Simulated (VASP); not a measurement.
## Mo: relaxation of cell and atoms with r2SCAN

Crystal: Mo.

```
Mo
1.0
    -1.57551    1.57551    1.57551
     1.57551   -1.57551    1.57551
     1.57551    1.57551   -1.57551
Mo
1
Direct
  0.00000 0.00000 0.00000
```

- Program: VASP 6.6.1
- Task: relaxation of cell and atoms
- Functional: r2SCAN
- Potentials or basis: VASP PAW PBE potentials, release 64 (Mo_sv)
- Cutoff: 600 eV
- k mesh: 24 × 24 × 24
- Occupations: fermi-dirac, width 0.1 eV
- Spin: no spin polarisation
- Target pressure: 4 GPa
- Dipole correction: no
- Further INCAR settings: ALGO = Normal; EDIFF = 1e-07; IBRION = 2; EDIFFG = -0.002; NSW = 100; ISIF = 3

* Relaxed volume: 15.48 Å³/atom
* Relaxed cell: a = 2.719 Å, b = 2.719 Å, c = 2.719 Å, α = 109.47°, β = 109.47°, γ = 109.47°
* Space group after relaxing (to 0.05 Å): Im-3m (No. 229)
* Energy change on relaxing (the enthalpy is what falls): +2.5 meV/atom
* Ionic steps: 6
* Pressure after relaxing: 4.0 GPa
* Band gap on the k mesh: zero (band 7 reaches 16.90 eV, above the bottom of band 8 at 11.26 eV)

Step by step:
```
step  energy change (eV)  largest force (eV/Å)  pressure (GPa)  volume (Å³)
   1              0.0000                0.0000            1.09        15.64
   2              0.0282                0.0000           13.59        15.01
   3              0.0025                0.0000            3.97        15.48
   4              0.0026                0.0000            4.03        15.48
   5              0.0024                0.0000            3.91        15.49
   6              0.0025                0.0000            4.01        15.48
```

Final structure:
```
Mo
1.0
    -1.57009    1.57009    1.57009
     1.57009   -1.57009    1.57009
     1.57009    1.57009   -1.57009
Mo
1
Direct
  0.00000 0.00000 0.00000
```

Levels at points of the mesh, in eV from the Fermi level:
| k point | band 5 | band 6 | band 7 | band 8 | band 9 | band 10 |
| --- | --- | --- | --- | --- | --- | --- |
| (0.00, 0.00, 0.00) | -7.73 | -1.47 | -1.47 | -1.47 | 1.89 | 1.89 |
| (0.50, 0.00, 0.00) | -5.69 | -3.66 | 1.59 | 1.88 | 2.59 | 4.97 |
| (0.50, 0.50, 0.50) | -5.76 | -5.76 | 4.17 | 4.17 | 4.17 | 9.52 |

It took 20 min on 1 thread of Oxide Virtual Turin-like Processor, with other jobs on the host, peak memory 0.2 GiB.

Caveat: the cell is relaxed towards a set pressure, so the enthalpy falls and the energy may rise; the PAW data sets were made with another functional, which shifts forces and pressure a little.
